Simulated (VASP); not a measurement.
Wanted: the native input for a VASP 6.6.1 run.

```yaml
Task: single point
Functional: LDA
Potentials_or_basis: VASP PAW LDA potentials, release 64 (K_sv, Br)
Cutoff: 520 eV
k_mesh: 7 × 7 × 7
Occupations: fermi-dirac, width 0.01 eV
Spin: no spin polarisation
Dipole_correction: no
Further_INCAR_settings: ALGO = Normal; EDIFF = 1e-06; NBANDS = 15
```

The structure of KBr lies in POSCAR:

```
KBr
1.0
    0.0000000000      3.2925000000      3.2925000000
    3.2925000000      0.0000000000      3.2925000000
    3.2925000000      3.2925000000      0.0000000000
K Br
1 1
Direct
    0.0000000000      0.0000000000      0.0000000000
    0.5000000000      0.5000000000      0.5000000000
```

The input as run:

INCAR

```
SYSTEM = KBr
ALGO     = Normal         ! electronic algorithm
EDIFF    = 1E-6           ! SCF threshold, eV
ENCUT    = 520            ! plane-wave cutoff, eV
ISIF     = 2              ! what is computed and relaxed
ISMEAR   = -1             ! smearing method
LASPH    = .TRUE.         ! aspherical terms in the spheres
LCHARG   = .FALSE.        ! write CHGCAR
LREAL    = .FALSE.        ! projectors in reciprocal space
LWAVE    = .FALSE.        ! write WAVECAR
NBANDS   = 15             ! bands
NELM     = 60             ! most SCF steps
PREC     = Accurate       ! precision mode
SIGMA    = 0.01           ! smearing width, eV
```

KPOINTS

```
k-points
0
G
  7 7 7
  0 0 0
```

Potentials or basis: VASP PAW LDA potentials, release 64 (K_sv, Br).

Launch:

```sh
$ cat potpaw_LDA.64/K_sv/POTCAR potpaw_LDA.64/Br/POTCAR > POTCAR
$ mpirun -np 1 vasp_std > vasp.out
```

It gave:

* Pressure: -1.5 GPa
* Band gap on the k mesh: 4.06 eV, direct

It took 28 s on 1 thread of Intel Xeon 8259CL, on a shared host, peak memory 0.18 GiB.
